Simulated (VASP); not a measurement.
Mg3Sb2: single point with PBE

Crystal: Mg3Sb2.

```
CELL_PARAMETERS angstrom
4.59387 0.00000 0.00000
-2.29693 3.97841 0.00000
0.00000 0.00000 7.12879
ATOMIC_POSITIONS crystal
Mg 0.33333 0.66667 0.63363
Mg 0.66667 0.33333 0.36637
Mg 0.00000 0.00000 0.00000
Sb 0.33333 0.66667 0.22410
Sb 0.66667 0.33333 0.77590
```

This cell differs from its parent crystal: strain along c alone, the other axes held: -2.0 %, then relaxed in part.

```json
{
 "Program": "VASP 6.6.1",
 "Task": "single point",
 "Functional": "PBE",
 "Potentials or basis": "VASP PAW PBE potentials, release 64 (Mg, Sb)",
 "Cutoff": "600 eV",
 "k mesh": "12 × 12 × 6",
 "Occupations": "gaussian, width 0.01 eV",
 "Spin": "no spin polarisation",
 "Dipole correction": "no",
 "Further INCAR settings": "ALGO = Normal; EDIFF = 1e-06; NBANDS = 16"
}
```

* Pressure: 0.9 GPa
* Largest force: 0.014 eV/Å
* Band gap on the k mesh: zero (bands 8 and 9 overlap by 0.01 eV)

Forces in eV/Å, atoms in the order of the input:
```
Mg   0.000  0.000  0.002
Mg   0.000  0.000 -0.002
Mg   0.000  0.000  0.000
Sb   0.000  0.000 -0.014
Sb   0.000  0.000  0.014
```

Stress tensor (GPa, compression positive):
```
0.54 0.00 0.00
0.00 0.54 0.00
0.00 0.00 1.66
```

Levels at points of the mesh, in eV from the Fermi level:
| k point | band 5 | band 6 | band 7 | band 8 | band 9 | band 10 | band 11 | band 12 |
| --- | --- | --- | --- | --- | --- | --- | --- | --- |
| (0.00, 0.00, 0.00) | -1.28 | -0.53 | -0.53 | 0.02 | 0.99 | 1.02 | 2.87 | 2.87 |
| (0.50, 0.00, 0.00) | -3.36 | -2.48 | -2.29 | -0.99 | 0.19 | 1.86 | 2.12 | 2.69 |
| (0.00, 0.00, 0.50) | -0.93 | -0.93 | -0.90 | -0.90 | 1.57 | 1.70 | 2.50 | 2.50 |
| (0.50, 0.00, 0.50) | -2.03 | -1.76 | -1.74 | -1.58 | 0.40 | 1.28 | 1.66 | 2.12 |

Run time: 2.4 min on 1 thread of Intel(R) Xeon(R) 6975P-C (Granite Rapids), with other jobs on the host, peak memory 0.45 GiB.

Caveat: the cell differs from its parent crystal (strain along c alone, the other axes held: -2.0 %, then relaxed in part); spin-orbit coupling is left out, which moves the levels of the heavy elements.
